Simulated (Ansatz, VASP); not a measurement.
SiC in VASP and in Ansatz

```
CELL_PARAMETERS angstrom
-3.07600 0.00000 0.00000
-1.53800 -2.66389 0.00000
0.00000 0.00000 16.09600
ATOMIC_POSITIONS crystal
Si 0.33333 0.33333 0.41006
Si 0.33333 0.33333 0.09644
Si 0.66667 0.66667 0.56687
Si 0.66667 0.66667 0.25325
C 0.33333 0.33333 0.53080
C 0.33333 0.33333 0.21718
C 0.66667 0.66667 0.06037
C 0.66667 0.66667 0.37399
```

Alike in both runs: task single point; functional LDA; k mesh 10 × 10 × 3; occupations gaussian, width 0.05 eV; no spin polarisation.

|  | VASP | Ansatz |
| --- | --- | --- |
| version | VASP 6.6.1 | Ansatz 0.2.0 |
| potentials or method | VASP PAW LDA potentials, release 64 (Si, C), cutoff 520 eV | scalar-relativistic, plane waves, PAW |
| valence electrons in the cell | 32 | 32 |

```tsv
	VASP	Ansatz	Ansatz less VASP
gap on the k mesh at the Fermi level (eV)	none	none	-
rms of the force components (eV/Å)	0.656	0.660	+0.0040
```

LDA's correlation is that of Perdew and Zunger in VASP and of Perdew and Wang (1992) in Ansatz. Atom by atom the forces differ by 0.006 eV/Å (rms over components). A gap of «none» marks a metal or a gap that the smearing closes.
